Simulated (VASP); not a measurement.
A run of VASP 6.6.1 is set up as follows.

INCAR

```
SYSTEM = Sr
PREC = Accurate
ENCUT = 500
EDIFF = 1E-6
ISMEAR = -1
SIGMA = 0.05
LREAL = .False.
LASPH = .True.
NELM = 120
ALGO = Normal
ISIF = 2
LWAVE = .False.
LCHARG = .True.
GGA = PE
LELF = .True.
LVHAR = .True.
NBANDS = 11
GGA_COMPAT = .False.
```

KPOINTS

```
regular mesh
0
Gamma
  7 7 7
  0 0 0
```

The input POSCAR:

```
Sr
1.0
    0.0000000000      2.9589556154      2.9589556154
    2.9589556154      0.0000000000      2.9589556154
    2.9589556154      2.9589556154      0.0000000000
Sr
1
Direct
    0.0000000000      0.0000000000      0.0000000000
```

Potentials or basis: VASP PAW PBE potentials, release 64 (Sr_sv).

Command:

```bash
$ cat potpaw_PBE.64/Sr_sv/POTCAR > POTCAR
$ mpirun -np 1 vasp_std > vasp.out
```

**Question.** What does it give for the band gap on the k mesh?

**Answer.** 0.08 eV, indirect (least direct gap 0.30 eV).

**Question.** Estimate the pressure.

**Answer.** 0.7 GPa.

A k mesh can miss the band edges.
